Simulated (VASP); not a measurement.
# BN (F-43m) in VASP: further runs

The runs below take BN through vibrations by perturbation theory, elastic constants, with PBEsol.

Program: VASP 6.6.1. These are calculated values, not measurements. Logs are shortened: lines on timing, memory, paths and dates and some standing lists are left out, and cuts for length are marked.

### 1 The cell of the first run

Symmetry: F-43m, No. 216, cubic system. Conventional cell: a = 3.579 Å, b = 3.579 Å, c = 3.579 Å, α = 90.00°, β = 90.00°, γ = 90.00°. Within 2.1 Å of B (site symmetry -43m) lie 4 N at 1.55 Å. Within 2.1 Å of N (site symmetry -43m) lie 4 B at 1.55 Å.

### 2 Vibrations by perturbation theory, PBEsol

INCAR reads:

```
ALGO = Normal ; EDIFF = 1E-8
ENCUT = 520 ; GGA = PS
IBRION = 8 ; ISIF = 2
ISMEAR = 0 ; LASPH = T
LCHARG = F ; LEPSILON = T
LREAL = F ; LWAVE = F
NELM = 100 ; NSW = 1
PREC = Accurate ; SIGMA = 0.01
```

KPOINTS reads:

```
k-points
0
Gamma
  12 12 12
```

POSCAR reads:

```
BN
1.0
    0.0000000000      1.7894366335      1.7894366335
    1.7894366335      0.0000000000      1.7894366335
    1.7894366335      1.7894366335      0.0000000000
B N
1 1
Direct
    0.0000000000      0.0000000000      0.0000000000
    0.7500000000      0.7500000000      0.7500000000
```

Potentials or basis: VASP PAW PBE potentials, release 64 (B, N).

Run with:

```sh
$ cat potpaw_PBE.64/B/POTCAR potpaw_PBE.64/N/POTCAR > POTCAR
$ mpirun -np 1 vasp_std > vasp.out
```

OUTCAR:

```text
EDIFF = 1E-8
   ENCUT = 520
   GGA = PS
   IBRION = 8
   ISIF = 2
   ISMEAR = 0
   LASPH = T
   LEPSILON = T
   LREAL = F
   NELM = 100
   NSW = 1
   PREC = Accurate

 ion  position               nearest neighbor table
   1  0.000  0.000  0.000-   2 1.55   2 1.55   2 1.55   2 1.55
   2  0.750  0.750  0.750-   1 1.55   1 1.55   1 1.55   1 1.55

  LATTYP: Found a face centered cubic cell.
 ALAT       =     3.5788732670

  Lattice vectors:

 A1 = (   0.0000000000,   1.7894366335,   1.7894366335)
 A2 = (   1.7894366335,   0.0000000000,   1.7894366335)
 A3 = (   1.7894366335,   1.7894366335,   0.0000000000)

Analysis of symmetry for initial positions (statically):
=====================================================================
 Subroutine PRICEL returns:
 Original cell was already a primitive cell.

 Routine SETGRP: Setting up the symmetry group for a
 face centered cubic supercell.

 Subroutine GETGRP returns: Found 24 space group operations
 (whereof 24 operations were pure point group operations)
 out of a pool of 48 trial point group operations.

The static configuration has the point symmetry T_d .

Analysis of symmetry for dynamics (positions and initial velocities):
=====================================================================
 Subroutine PRICEL returns:
 Original cell was already a primitive cell.

 Routine SETGRP: Setting up the symmetry group for a
 face centered cubic supercell.

 Subroutine GETGRP returns: Found 24 space group operations
 (whereof 24 operations were pure point group operations)
 out of a pool of 48 trial point group operations.

The dynamic configuration has the point symmetry T_d .

 Subroutine INISYM returns: Found 24 space group operations
 (whereof 24 operations are pure point group operations),
 and found     1 'primitive' translations

----------------------------------------------------------------------------------------

                                     Primitive cell

  volume of cell :      11.4599

  direct lattice vectors                    reciprocal lattice vectors
     0.000000000  1.789436634  1.789436634    -0.279417550  0.279417550  0.279417550
     1.789436634  0.000000000  1.789436634     0.279417550 -0.279417550  0.279417550
     1.789436634  1.789436634  0.000000000     0.279417550  0.279417550 -0.279417550

  length of vectors
     2.530645556  2.530645556  2.530645556     0.483965393  0.483965393  0.483965393

  position of ions in fractional coordinates (direct lattice)
     0.000000000  0.000000000  0.000000000
     0.750000000  0.750000000  0.750000000

  ion indices of the primitive-cell ions
   primitive index   ion index
                 1           1
                 2           2

----------------------------------------------------------------------------------------

 KPOINTS: k-points

Automatic generation of k-mesh.
 Grid dimensions read from file:
 generate k-points for:   12   12   12

 Generating k-lattice:

[... 411 lines left out ...]
 ------------------------------------------------------

 Free energy of the ion-electron system (eV)
  ---------------------------------------------------
  ---------------------------------------------------
  free energy    TOTEN  =        -0.12225667 eV

  energy without entropy =       -0.12225667

------------------------ aborting loop because EDIFF is reached ----------------------------------------

--------------------------------------- Ionic step        2  -------------------------------------------

------------------------ aborting loop because EDIFF is reached ----------------------------------------

--------------------------------------- Ionic step        3  -------------------------------------------

------------------------ aborting loop because EDIFF is reached ----------------------------------------

 PIEZOELECTRIC TENSOR FIELD DIRECTION 3  (e Angst)
 -----------------------------------------------------------------------------
    -0.00034  0.73685  0.00000           ( -0.00000  0.00354  0.00000)
     0.73685 -0.00034  0.00000           (  0.00354 -0.00000  0.00000)
     0.00000  0.00000  0.00028           (  0.00000  0.00000 -0.00000)

 PIEZOELECTRIC TENSOR FIELD DIRECTION 3  (C/m^2)
 -----------------------------------------------------------------------------
    -0.00047  1.03017  0.00000
     1.03017 -0.00047  0.00000
     0.00000  0.00000  0.00039

--------------------------------------- Ionic step        4  -------------------------------------------

------------------------ aborting loop because EDIFF is reached ----------------------------------------

[... ionic steps 5 to 6 ...]

--------------------------------------- Ionic step        7  -------------------------------------------

 Free energy of the ion-electron system (eV)
  ---------------------------------------------------
  ---------------------------------------------------
  free energy    TOTEN  =        -0.23009361 eV

  energy without entropy =       -0.23009361

------------------------ aborting loop because EDIFF is reached ----------------------------------------

 INTERNAL STRAIN TENSOR  FOR ION    2  DIRECTION 1   (eV/Angst):
 -----------------------------------------------------------------------------
     0.00893  0.00000  0.00000
     0.00000 -0.00334  3.72328
     0.00000  3.72328 -0.00334

 MACROSCOPIC STATIC DIELECTRIC TENSOR (including local field effects in DFT)
 ------------------------------------------------------
           4.609139    -0.000000    -0.000000
           0.000000     4.609139     0.000000
          -0.000000    -0.000000     4.609139
 ------------------------------------------------------

 PIEZOELECTRIC TENSOR (including local field effects)  for field in x, y, z        (e  Angst)
          XX          YY          ZZ          XY          YZ          ZX
  --------------------------------------------------------------------------------
  x    -0.00000    -0.00000    -0.00000     0.00000     0.73735     0.00000
  y     0.00000     0.00000     0.00000     0.00000     0.00000     0.73735
  z    -0.00000    -0.00000     0.00000     0.73735     0.00000     0.00000

 PIEZOELECTRIC TENSOR (including local field effects)  for field in x, y, z        (C/m^2)
          XX          YY          ZZ          XY          YZ          ZX
  --------------------------------------------------------------------------------
  x    -0.00000    -0.00000    -0.00000     0.00000     1.03087     0.00000
  y     0.00000     0.00000     0.00000     0.00000     0.00000     1.03087
  z    -0.00000    -0.00000     0.00000     1.03087     0.00000     0.00000

 BORN EFFECTIVE CHARGES (including local field effects) (in |e|, cummulative output)
 ---------------------------------------------------------------------------------
 ion    1
    1     1.88833     0.00000     0.00000
    2     0.00000     1.88833     0.00000
    3     0.00000     0.00000     1.88833
 ion    2
    1    -1.88833    -0.00000     0.00000
    2     0.00000    -1.88833    -0.00000
    3    -0.00000     0.00000    -1.88833

 INTERNAL STRAIN TENSOR FOR ION    2 for displacements in x,y,z  (eV/Angst):
          X           Y           Z          XY          YZ          ZX
  --------------------------------------------------------------------------------
  x     0.00000     0.00000     0.00000     0.00000     3.72328     0.00000
  y     0.00000     0.00000     0.00000     0.00000     0.00000     3.72328
  z     0.00000     0.00000     0.00000     3.72328     0.00000     0.00000

 SECOND DERIVATIVES (NOT SYMMETRIZED)
 ------------------------------------
               1X          1Y          1Z          2X          2Y          2Z
  1X   -26.105859    0.000000    0.000000   26.105859    0.000000    0.000000
  1Y     0.000000  -26.105859    0.000000    0.000000   26.105859    0.000000
  1Z     0.000000    0.000000  -26.105859    0.000000    0.000000   26.105859
  2X    26.098721    0.000000    0.000000  -26.098721    0.000000    0.000000
  2Y     0.000000   26.098721    0.000000    0.000000  -26.098721    0.000000
  2Z     0.000000    0.000000   26.098721    0.000000    0.000000  -26.098721

 Eigenvectors and eigenvalues of the dynamical matrix
 ----------------------------------------------------

   1 f  =   32.337935 THz   203.185235 2PiTHz 1078.677386 cm-1   133.738891 meV
             X         Y         Z           dx          dy          dz
      0.000000  0.000000  0.000000     0.751233   -0.000000    0.000000
      2.684155  2.684155  2.684155    -0.660037    0.000000    0.000000
[... 21 lines left out ...]
   6 f/i=    0.002193 THz     0.013776 2PiTHz    0.073134 cm-1     0.009067 meV
             X         Y         Z           dx          dy          dz
      0.000000  0.000000  0.000000     0.564451   -0.342117    0.000000
      2.684155  2.684155  2.684155     0.642440   -0.389387    0.000000

--------------------------------------------------------------------------------------------------------

 MACROSCOPIC STATIC DIELECTRIC TENSOR IONIC CONTRIBUTION
 ------------------------------------------------------
           2.157060     0.000000     0.000000
           0.000000     2.157060    -0.000000
           0.000000    -0.000000     2.157060
 ------------------------------------------------------

 ELASTIC MODULI CONTR FROM IONIC RELAXATION (kBar)
 Direction    XX          YY          ZZ          XY          YZ          ZX
 --------------------------------------------------------------------------------
 XX          -0.0000      0.0000      0.0000      0.0000     -0.0000     -0.0000
 YY           0.0000     -0.0000      0.0000      0.0000      0.0000      0.0000
 ZZ           0.0000      0.0000     -0.0000     -0.0000      0.0000     -0.0000
 XY           0.0000      0.0000     -0.0000    -71.0136      0.0000      0.0000
 YZ          -0.0000      0.0000      0.0000      0.0000    -71.0136      0.0000
 ZX          -0.0000      0.0000     -0.0000      0.0000      0.0000    -71.0136
 --------------------------------------------------------------------------------

 PIEZOELECTRIC TENSOR IONIC CONTR  for field in x, y, z        (C/m^2)
          XX          YY          ZZ          XY          YZ          ZX
  --------------------------------------------------------------------------------
  x    -0.00000     0.00000     0.00000     0.00000    -0.36828    -0.00000
  y    -0.00000     0.00000    -0.00000     0.00000     0.00000    -0.36828
  z     0.00000     0.00000    -0.00000    -0.36828    -0.00000     0.00000
```

It took 1.9 min on 1 thread of Intel Xeon Platinum 8488C (Sapphire Rapids), shared host; peak memory 0.18 GiB.

What came out:

```
Electronic dielectric tensor (diagonal)                 : 4.61
Born charges (mean of the diagonal)                     : B +1.89; N -1.89 e
Highest phonon frequency at Γ, LO-TO splitting left out : 1079 cm⁻¹
```

Phonon frequencies in cm⁻¹ (negative: imaginary):
```tsv
q point	frequencies
(0.000, 0.000, 0.000)	0 0 0 1079 1079 1079
```

Electronic dielectric tensor:
```
4.61 0.00 0.00
0.00 4.61 0.00
0.00 0.00 4.61
```

Born effective charge tensors (e):
atom 1, B
```
1.89 0.00 0.00
0.00 1.89 0.00
0.00 0.00 1.89
```
atom 2, N
```
-1.89  0.00  0.00
 0.00 -1.89  0.00
 0.00  0.00 -1.89
```

Caveat: the cell wasn't relaxed at this level first, which shifts response properties.

(Continued in part 2 of 3.)
